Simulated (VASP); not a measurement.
Wanted: the native input for a VASP 6.6.1 run.

- Task: single point
- Functional: r2SCAN
- Potentials or basis: VASP PAW PBE potentials, release 64 (Li_sv, S)
- Cutoff: 830 eV
- k mesh: 8 × 8 × 8
- Occupations: gaussian, width 0.01 eV
- Spin: no spin polarisation
- Dipole correction: no
- Further INCAR settings: ALGO = Normal; EDIFF = 1e-06; NBANDS = 13

Li2S:

```
Li S
1.0
     0.00000    2.84529    2.84529
     2.84529    0.00000    2.84529
     2.84529    2.84529    0.00000
Li S
2 1
Direct
  0.25000 0.25000 0.25000
  0.75000 0.75000 0.75000
  0.00000 0.00000 0.00000
```

One way to write it, as run:

POSCAR

```
Li2S
1.0
    0.0000000000      2.8452944194      2.8452944194
    2.8452944194      0.0000000000      2.8452944194
    2.8452944194      2.8452944194      0.0000000000
Li S
2 1
Direct
    0.2500000000      0.2500000000      0.2500000000
    0.7500000000      0.7500000000      0.7500000000
    0.0000000000      0.0000000000      0.0000000000
```

INCAR.step1

```
ALGO = Normal
EDIFF = 1E-5
ENCUT = 830
GGA = PE
GGA_COMPAT = F
ISMEAR = 0
LASPH = T
LCHARG = F
LREAL = F
LWAVE = T
NBANDS = 13
NELM = 120
PREC = Accurate
SIGMA = 0.01
```

INCAR.step2

```
ALGO = Normal
EDIFF = 1E-6
ENCUT = 830
GGA_COMPAT = F
ISIF = 2
ISMEAR = 0
ISTART = 1
LASPH = T
LCHARG = F
LMIXTAU = T
LREAL = F
LWAVE = F
METAGGA = R2SCAN
NBANDS = 13
NELM = 120
PREC = Accurate
SIGMA = 0.01
```

KPOINTS

```
k-points
0
Gamma
  8 8 8
```

Potentials or basis: VASP PAW PBE potentials, release 64 (Li_sv, S).

Launch:

```bash
$ cat potpaw_PBE.64/Li_sv/POTCAR potpaw_PBE.64/S/POTCAR > POTCAR
$ cp INCAR.step1 INCAR
$ mpirun -np 1 vasp_std > vasp.out
$ cp INCAR.step2 INCAR
$ mpirun -np 1 vasp_std > vasp.out
```

It gave:

- Pressure: -0.2 GPa
- Band gap on the k mesh: 3.86 eV (least direct gap 5.05 eV)

Caveat: the PAW data sets were made with another functional, which shifts forces and pressure a little.

Run time: 6 min on 1 thread of Intel Xeon 8259CL (shared host), peak memory 0.26 GiB.
